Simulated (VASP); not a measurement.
A run of VASP 6.6.1 is set up as follows.

INCAR

```
SYSTEM = C
PREC = Accurate ; ENCUT = 520
EDIFF = 1E-7 ; ISMEAR = 0
SIGMA = 0.05 ; LREAL = Auto
LASPH = .TRUE. ; NELM = 60
ALGO = Normal ; ISIF = 2
LWAVE = .FALSE. ; LCHARG = .TRUE.
LDIPOL = .TRUE. ; IDIPOL = 3
DIPOL = 0.5 0.5 0.500 ; GGA = PS
LELF = .TRUE. ; LVHAR = .TRUE.
LVACPOTAV = .TRUE. ; NBANDS = 51
```

File KPOINTS:

```
regular mesh
0
G
  10 9 1
  0 0 0
```

Contents of POSCAR:

```
C
1.0
    3.8680418282      0.0000000000      0.0000000000
   -1.5631267450      3.9617361947      0.0000000000
    0.0000000000      0.0000000000     24.8356410120
C
18
Direct
    0.5000811939      0.3333603980      0.3019853603
    0.4999188061      0.6666396020      0.3019853603
    0.5000811939      0.8333603980      0.3514890202
    0.4999188061      0.1666396020      0.3514890202
    0.5000811939      0.3333603980      0.4009926802
    0.4999188061      0.6666396020      0.4009926802
    0.5000811939      0.8333603980      0.4504963401
    0.4999188061      0.1666396020      0.4504963401
    0.5000811939      0.3333603980      0.5000000000
    0.4999188061      0.6666396020      0.5000000000
    0.5000811939      0.8333603980      0.5495036599
    0.4999188061      0.1666396020      0.5495036599
    0.5000811939      0.3333603980      0.5990073198
    0.4999188061      0.6666396020      0.5990073198
    0.5000811939      0.8333603980      0.6485109798
    0.4999188061      0.1666396020      0.6485109798
    0.5000811939      0.3333603980      0.6980146397
    0.4999188061      0.6666396020      0.6980146397
```

Potentials or basis: VASP PAW PBE potentials, release 64 (C).

Command:

```bash
$ cat potpaw_PBE.64/C/POTCAR > POTCAR
$ mpirun -np 1 vasp_std > vasp.out
```

Q: Predict the largest force.

A: 7.353 eV/Å.

Q: What does it give for the band gap on the k mesh?

A: Zero (bands 36 and 37 overlap by 0.63 eV).

Forces in eV/Å, atoms in the order of the input:
```
C   -2.672  6.755  1.146
C    2.672 -6.755  1.146
C   -0.190  0.485 -1.152
C    0.190 -0.485 -1.152
C   -0.252  0.636 -0.077
C    0.252 -0.636 -0.077
C   -0.095  0.247  0.029
C    0.095 -0.247  0.029
C   -0.025  0.050  0.000
C    0.025 -0.050  0.000
C   -0.095  0.247 -0.029
C    0.095 -0.247 -0.029
C   -0.252  0.636  0.077
C    0.252 -0.636  0.077
C   -0.190  0.485  1.152
C    0.190 -0.485  1.152
C   -2.672  6.755 -1.146
C    2.672 -6.755 -1.146
```

Caveat: the PAW data sets were made with another functional, which shifts forces and pressure a little.
